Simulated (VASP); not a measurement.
A run of VASP 6.6.1:

File INCAR:

```
SYSTEM = MgO
PREC = Accurate
ENCUT = 520
EDIFF = 1E-6
ISMEAR = 0
SIGMA = 0.05
LREAL = .FALSE.
LASPH = .TRUE.
NELM = 100
ALGO = Normal
ISIF = 2
LWAVE = .FALSE.
LCHARG = .TRUE.
GGA = PE
LELF = .TRUE.
LVHAR = .TRUE.
NBANDS = 26
```

Contents of KPOINTS:

```
Automatic mesh
0
G
  8 8 8
  0 0 0
```

Contents of POSCAR:

```
MgO
1.0
    3.5213164963      0.0000000000      0.0000000000
    1.7606582482     -3.0495495405     -4.2393824239
    1.7606582481      3.0495495406     -4.2393824239
Mg O
4 4
Direct
    0.8720249050      0.4613084288      0.7946417611
    0.3891547168      0.9441786159      0.2775119504
    0.1305898106      0.5516857187      0.1871346600
    0.6305898112      0.0204679928      0.7183523847
    0.6165081971      0.7089609516      0.0580226541
    0.1165081971      0.2246893208      0.5422942851
    0.3674352208      0.2992314456      0.9658981128
    0.8655811734      0.8010854936      0.4677521596
```

Potentials or basis: VASP PAW PBE potentials, release 64 (Mg, O).

Run with:

```bash
$ cat potpaw_PBE.64/Mg/POTCAR potpaw_PBE.64/O/POTCAR > POTCAR
$ mpirun -np 1 vasp_std > vasp.out
```

Hardware: 1 thread of Intel(R) Xeon(R) 6975P-C (Granite Rapids), on a shared host.

**Question.** How long does it take, and how much memory?

**Answer.** Wall time 2.6 min on 1 thread of Intel(R) Xeon(R) 6975P-C (Granite Rapids), on a shared host, peak memory 0.41 GiB. Counts: scf iterations 14, k points 150.
